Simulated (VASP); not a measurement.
# HfN (I4/mmm) in VASP: notebook

The runs below take HfN through single point, with PBEsol.

Everything below comes from runs of VASP 6.6.1. Logs are shortened: lines on timing, memory, paths and dates and some standing lists are left out, and cuts for length are marked.

### 1 The cell of the first run

Symmetry: I4/mmm, No. 139, tetragonal system. The conventional cell has a = 2.939 Å, b = 2.939 Å, c = 4.879 Å, α = 90.00°, β = 90.00°, γ = 90.00°. Hf (site symmetry 4/mmm) has 6 N at 2.08 to 2.44 Å within 2.8 Å. N (site symmetry 4/mmm) has 6 Hf at 2.08 to 2.44 Å within 2.8 Å.

### 2 Single point, PBEsol (strain -0.080 along x and y, +0.080 along z)

The input, INCAR:

```
  PREC = Accurate
  ENCUT = 520
  EDIFF = 1E-6
  ISMEAR = 0
  SIGMA = 0.15
  LREAL = F
  LASPH = T
  NELM = 60
  ALGO = Normal
  ISIF = 2
  LWAVE = F
  LCHARG = T
  GGA = PS
  LELF = T
  LVHAR = T
  NBANDS = 14
```

The input, KPOINTS:

```
Automatic mesh
0
Gamma
  18 18 18
```

The input, POSCAR:

```
HfN
1.0
    0.0000000000      2.0782800000      2.4397200000
    2.0782800000      0.0000000000      2.4397200000
    2.0782800000      2.0782800000      0.0000000000
Hf N
1 1
Direct
    0.0000000000      0.0000000000      0.0000000000
    0.5000000000      0.5000000000      0.5000000000
```

Potentials or basis: VASP PAW PBE potentials, release 64 (Hf_pv, N).

Started as:

```bash
> cat potpaw_PBE.64/Hf_pv/POTCAR potpaw_PBE.64/N/POTCAR > POTCAR
> mpirun -np 1 vasp_std > vasp.out
```

OUTCAR:

```text
PREC = Accurate
   ENCUT = 520
   EDIFF = 1E-6
   ISMEAR = 0
   LREAL = F
   LASPH = T
   NELM = 60
   ISIF = 2
   GGA = PS

 ion  position               nearest neighbor table
   1  0.000  0.000  0.000-   2 2.08   2 2.08   2 2.08   2 2.08   2 2.44   2 2.44
   2  0.500  0.500  0.500-   1 2.08   1 2.08   1 2.08   1 2.08   1 2.44   1 2.44

  LATTYP: Found a body centered tetragonal cell.
 ALAT       =     2.9391317624
 C/A-ratio  =     1.6601637471

  Lattice vectors:

 A1 = (  -2.0782800000,   0.0000000000,   2.4397200000)
 A2 = (   2.0782800000,   0.0000000000,   2.4397200000)
 A3 = (   0.0000000000,   2.0782800000,  -2.4397200000)

Analysis of symmetry for initial positions (statically):
=====================================================================
 Subroutine PRICEL returns:
 Original cell was already a primitive cell.

 Routine SETGRP: Setting up the symmetry group for a
 body centered tetragonal supercell.

 Subroutine GETGRP returns: Found 16 space group operations
 (whereof 16 operations were pure point group operations)
 out of a pool of 16 trial point group operations.

The static configuration has the point symmetry D_4h.

Analysis of symmetry for dynamics (positions and initial velocities):
=====================================================================
 Subroutine PRICEL returns:
 Original cell was already a primitive cell.

 Routine SETGRP: Setting up the symmetry group for a
 body centered tetragonal supercell.

 Subroutine GETGRP returns: Found 16 space group operations
 (whereof 16 operations were pure point group operations)
 out of a pool of 16 trial point group operations.

The dynamic configuration has the point symmetry D_4h.

 Subroutine INISYM returns: Found 16 space group operations
 (whereof 16 operations are pure point group operations),
 and found     1 'primitive' translations

----------------------------------------------------------------------------------------

                                     Primitive cell

  volume of cell :      21.0755

  direct lattice vectors                    reciprocal lattice vectors
     0.000000000  2.078280000  2.439720000    -0.240583559  0.240583559  0.204941551
     2.078280000  0.000000000  2.439720000     0.240583559 -0.240583559  0.204941551
     2.078280000  2.078280000  0.000000000     0.240583559  0.240583559 -0.204941551

  length of vectors
     3.204915200  3.204915200  2.939131762     0.397192570  0.397192570  0.397192570

  position of ions in fractional coordinates (direct lattice)
     0.000000000  0.000000000  0.000000000
     0.500000000  0.500000000  0.500000000

  ion indices of the primitive-cell ions
   primitive index   ion index
                 1           1
                 2           2

----------------------------------------------------------------------------------------

 KPOINTS: Automatic mesh

Automatic generation of k-mesh.
 Grid dimensions read from file:
 generate k-points for:   18   18   18

 Generating k-lattice:

  Cartesian coordinates                     Fractional coordinates (reciprocal lattice)
    -0.013365753  0.013365753  0.011385642     0.055555556  0.000000000  0.000000000
     0.013365753 -0.013365753  0.011385642     0.000000000  0.055555556  0.000000000
     0.013365753  0.013365753 -0.011385642     0.000000000  0.000000000  0.055555556

  Length of vectors
     0.022066254  0.022066254  0.022066254

  Shift w.r.t. Gamma in fractional coordinates (k-lattice)
     0.000000000  0.000000000  0.000000000

 Subroutine IBZKPT returns following result:
 ===========================================

 Found    480 irreducible k-points:

 Following reciprocal coordinates:
            Coordinates               Weight
  0.000000  0.000000  0.000000      1.000000
  0.055556  0.000000  0.000000      8.000000
  0.111111  0.000000  0.000000      8.000000
  0.166667  0.000000  0.000000      8.000000
  0.222222  0.000000  0.000000      8.000000
  0.277778  0.000000  0.000000      8.000000
[... 16 lines left out ...]
 -0.277778  0.055556  0.000000      8.000000
 -0.222222  0.055556  0.000000      8.000000
 [... further k-points ...]
   k-points           NKPTS =    480   k-points in BZ     NKDIM =    480   number of bands    NBANDS=     14
   number of dos      NEDOS =    301   number of ions     NIONS =      2
   total plane-waves  NPLWV =  13824
   dimension x,y,z NGX =    24 NGY =   24 NGZ =   24
   dimension x,y,z NGXF=    48 NGYF=   48 NGZF=   48
   ions per type =               1   1
   NGX,Y,Z   is equivalent  to a cutoff of  12.45, 12.45, 13.58 a.u.
   NGXF,Y,Z  is equivalent  to a cutoff of  24.90, 24.90, 27.15 a.u.
 SYSTEM =  unknown system
   PREC   = accura    normal or accurate (medium, high low for compatibility)
   ISTART =      0    job   : 0-new  1-cont  2-samecut
   ICHARG =      2    charge: 1-file 2-atom 10-const
   ISPIN  =      1    spin polarized calculation?
   LNONCOLLINEAR =      F non collinear calculations
   LSORBIT =      F    spin-orbit coupling
   LASPH  =      T    aspherical Exc in radial PAW
   ENCUT  =  520.0 eV  38.22 Ry    6.18 a.u.   5.96  5.96  5.46*2*pi/ulx,y,z
   NELM   =     60;   NELMIN=  2; NELMDL= -5     # of ELM steps
   EDIFF  = 0.1E-05   stopping-criterion for ELM
   LREAL  =      F    real-space projection
   EDIFFG = 0.1E-04   stopping-criterion for IOM
   NSW    =      0    number of steps for IOM
   IBRION =     -1    ionic relax: 0-MD 1-quasi-New 2-CG
   NFREE  =      0    steps in history (QN), initial steepest desc. (CG)
   ISIF   =      2    stress and relaxation
   ISYM   =      2    0-nonsym 1-usesym 2-fastsym
   POTIM  = 0.5000    time-step for ionic-motion
   TEBEG  =    0.0;   TEEND  =   0.0 temperature during run
   PSTRESS=    0.0 pullay stress
   NELECT =      15.0000    total number of electrons
   NUPDOWN=      -1.0000    fix difference up-down
   EMIN   =  10.00;   EMAX   =-10.00  energy-range for DOS
   EFERMI =   0.00;   METHOD = LEGACY
   ISMEAR =     0;   SIGMA  =   0.15  broadening in eV -4-tet -1-fermi 0-gaus
   EFERMI_NEDOS =   21; number of points for ismear=-14 and -15
   IALGO  =     38    algorithm
   IMIX   =      4    mixing-type and parameters
     AMIX     =   0.40;   BMIX     =  1.00
     AMIX_MAG =   1.60;   BMIX_MAG =  1.00
  volume/ion in A,a.u.               =      10.54        71.11
  Fermi-wavevector in a.u.,A,eV,Ry     =   1.461658  2.762134 29.068102  2.136445
  Thomas-Fermi vector in A             =   2.577964
   LORBIT       =      0    0 simple, 1 ext, 2 COOP (PROOUT), +10 PAW based schemes
   GGA     = PS    functional components
   LHFCALC =     F    Hartree Fock is set to
   AEXX    =    0.0000 exact exchange contribution
   IVDW    =     0    specifies the selected vdW correction
   LEPSILON=     F    determine dielectric tensor
   LRPA    =     F    only Hartree local field effects (RPA)
 non-spin polarized calculation
 Gauss-broadening in eV      SIGMA  =   0.15
  energy-cutoff  :      520.00
  volume of cell :       21.08
 maximum number of plane-waves:       584
   NGX = 11   NGY = 11   NGZ = 11

 number of electron      15.0000002 magnetization

 Free energy of the ion-electron system (eV)
  ---------------------------------------------------
  ext. energy  EPLUGINS =         0.00000000
  ---------------------------------------------------
  free energy    TOTEN  =       -22.16018276 eV

  energy without entropy =      -22.15337508  energy(sigma->0) =      -22.15677892

 E-fermi :   9.0051     XC(G=0): -13.3209

 val. band max:        8.9976433738   @ k =  -0.1667   0.1111   0.0000
 cond. band min:       9.0088423002   @ k =   0.1667   0.0556   0.1111
 fundamental gap:      0.0111989264
 Fermi energy:         9.0050952348

 k-point     1 :       0.0000    0.0000    0.0000
  band No.  band energies     occupation
      1     -21.7284      2.00000
      2     -21.5491      2.00000
      3     -21.5491      2.00000
      4      -9.0267      2.00000
      5       5.4003      2.00000
      6       6.2829      2.00000
      7       6.2829      2.00000
      8       7.3441      2.00000
      9       7.8736      2.00000
     10       9.4671      0.00001
     11       9.4671      0.00001
     12      12.4917      0.00000
     13      14.3435      0.00000
     14      19.0663      0.00000

 k-point     2 :       0.0556    0.0000    0.0000
  band No.  band energies     occupation
      1     -21.7422      2.00000
      2     -21.5944      2.00000
      3     -21.5476      2.00000
      4      -8.9301      2.00000
      5       5.1053      2.00000
      6       5.8965      2.00000
      7       6.0488      2.00000
      8       7.6386      2.00000
      9       8.1519      2.00000
     10       9.5408      0.00000
     11       9.5514      0.00000
     12      12.8165      0.00000
     13      14.5515      0.00000
     14      19.3478      0.00000

 k-point     3 :       0.1111    0.0000    0.0000
  band No.  band energies     occupation
      1     -21.8132      2.00000
      2     -21.6902      2.00000
      3     -21.5433      2.00000
      4      -8.6517      2.00000
      5       4.4419      2.00000
      6       5.1619      2.00000
      7       5.4747      2.00000
      8       8.1807      2.00000
      9       8.7057      1.99524
     10       9.7902      0.00000
     11       9.8175      0.00000
     12      13.6697      0.00000
     13      15.1153      0.00000
     14      20.1375      0.00000
[... 324 lines left out ...]
 k-point    23 :      -0.2778    0.0556    0.0000
  band No.  band energies     occupation
      1     -22.6570      2.00000
      2     -21.8643      2.00000
      3     -21.4939      2.00000
      4      -6.6536      2.00000
      5       1.3800      2.00000
      6       2.8574      2.00000
      7       2.9689      2.00000
      8      10.0292      0.00000
      9      11.3271      0.00000
     10      11.6648      0.00000
     11      12.0922      0.00000
     12      17.7998      0.00000
     13      18.7928      0.00000
     14      21.8485      0.00000

 k-point    24 :      -0.2222    0.0556    0.0000
  band No.  band energies     occupation
      1     -22.4211      2.00000
      2     -21.8260      2.00000
      3     -21.5011      2.00000
      4      -7.2551      2.00000
      5       2.3011      2.00000
      6       3.3622      2.00000
      7       3.4891      2.00000
      8       9.4308      0.00006
      9      10.7172      0.00000
     10      10.7403      0.00000
     11      11.1105      0.00000
     12      17.4141      0.00000
     13      17.4658      0.00000
     14      21.8612      0.00000

 [... further k-points ...]
[... 5 lines left out ...]
  --------------------------------------------------------------------------------------
  -------------------------------------------------------------------------------------
  Total        9.9203449      9.9203449     -2.1813901      0.0000000     -0.0000000      0.0000000
  in kB      754.1526365    754.1526365   -165.8310410      0.0000000     -0.0000000      0.0000000
  external PRESSURE =     447.4914107 kB  Pullay stress =       0.0000000 kB

 VOLUME and BASIS-vectors are now :
 -----------------------------------------------------------------------------
  energy-cutoff  :      520.00
  volume of cell :       21.08
      direct lattice vectors                 reciprocal lattice vectors
     0.000000000  2.078280000  2.439720000    -0.240583559  0.240583559  0.204941551
     2.078280000  0.000000000  2.439720000     0.240583559 -0.240583559  0.204941551
     2.078280000  2.078280000  0.000000000     0.240583559  0.240583559 -0.204941551

 POSITION                                       TOTAL-FORCE (eV/Angst)
 -----------------------------------------------------------------------------------
      0.00000      0.00000      0.00000         0.000000      0.000000      0.000000
      2.07828      2.07828      2.43972        -0.000000     -0.000000     -0.000000
 -----------------------------------------------------------------------------------
    total drift:                                0.000000     -0.000000     -0.000000

  FREE ENERGIE OF THE ION-ELECTRON SYSTEM (eV)
  ---------------------------------------------------
  free  energy   TOTEN  =       -22.1601827596 eV

  energy  without entropy=      -22.1533750788  energy(sigma->0) =      -22.15677892
```

Run time: 1.8 min. Hardware: 1 thread of Intel Xeon 8259CL, shared host; peak memory 0.27 GiB.

Results:

```
Free energy            : -22.1602 eV
Pressure               : 44.7 GPa
Band gap on the k mesh : zero (an odd number of electrons rules out a gap without spin polarisation)
```

Caveat: the cell differs from its parent crystal (strain -0.080 along x and y, +0.080 along z); the cell stands under pressure; the PAW data sets were made with another functional, which shifts forces and pressure a little; spin-orbit coupling is left out, which moves the levels of the heavy elements.

### 3 Single point, PBEsol (strain +0.000 along x and y, -0.080 along z)

The input, INCAR:

```
PREC     = Accurate       # precision mode
ENCUT    = 520            # plane-wave cutoff, eV
EDIFF    = 1E-6           # SCF threshold, eV
ISMEAR   = 0              # smearing method
SIGMA    = 0.15           # smearing width, eV
LREAL    = False          # projectors in reciprocal space
LASPH    = True           # aspherical terms in the spheres
NELM     = 100            # most SCF steps
ALGO     = Normal         # electronic algorithm
ISIF     = 2              # what is computed and relaxed
LWAVE    = False          # write WAVECAR
LCHARG   = True           # write CHGCAR
GGA      = PS             # functional
LELF     = True           # ELF
LVHAR    = True         
NBANDS   = 14             # bands
```

KPOINTS is that of step 2.

The input, POSCAR:

```
HfN
1.0
    0.0000000000      2.2590000000      2.0782800000
    2.2590000000      0.0000000000      2.0782800000
    2.2590000000      2.2590000000      0.0000000000
Hf N
1 1
Direct
    0.0000000000      0.0000000000      0.0000000000
    0.5000000000      0.5000000000      0.5000000000
```

Potentials or basis: VASP PAW PBE potentials, release 64 (Hf_pv, N).

Started as:

```bash
> cat potpaw_PBE.64/Hf_pv/POTCAR potpaw_PBE.64/N/POTCAR > POTCAR
> mpirun -np 1 vasp_std > vasp.out
```

It took 1.8 min on 1 thread of Intel Xeon 8259CL, shared host; peak memory 0.27 GiB.

The run converged. Its results:

```
Free energy            : -22.6627 eV
Pressure               : 27.7 GPa
Band gap on the k mesh : zero (an odd number of electrons rules out a gap without spin polarisation)
```

Stress tensor (GPa, compression positive):
```
 4.66  0.00  0.00
 0.00  4.66  0.00
 0.00  0.00 73.89
```

Levels at points of the mesh, in eV from the Fermi level:
| k point | band 5 | band 6 | band 7 | band 8 | band 9 | band 10 | band 11 | band 12 |
| --- | --- | --- | --- | --- | --- | --- | --- | --- |
| (0.00, 0.00, 0.00) | -3.29 | -3.29 | -2.65 | -0.73 | -0.73 | 0.27 | 0.99 | 1.44 |
| (0.50, 0.00, 0.00) | -9.42 | -6.74 | -6.68 | 3.45 | 4.20 | 4.60 | 4.77 | 8.83 |
| (0.50, 0.50, 0.00) | -4.56 | -4.43 | -3.99 | -3.99 | 4.62 | 6.14 | 6.14 | 6.59 |
| (0.50, 0.00, 0.50) | -5.67 | -4.13 | -3.84 | -3.16 | 3.90 | 5.57 | 6.70 | 7.25 |

Caveat: the cell differs from its parent crystal (strain +0.000 along x and y, -0.080 along z); the cell stands under pressure; the PAW data sets were made with another functional, which shifts forces and pressure a little; spin-orbit coupling is left out, which moves the levels of the heavy elements.
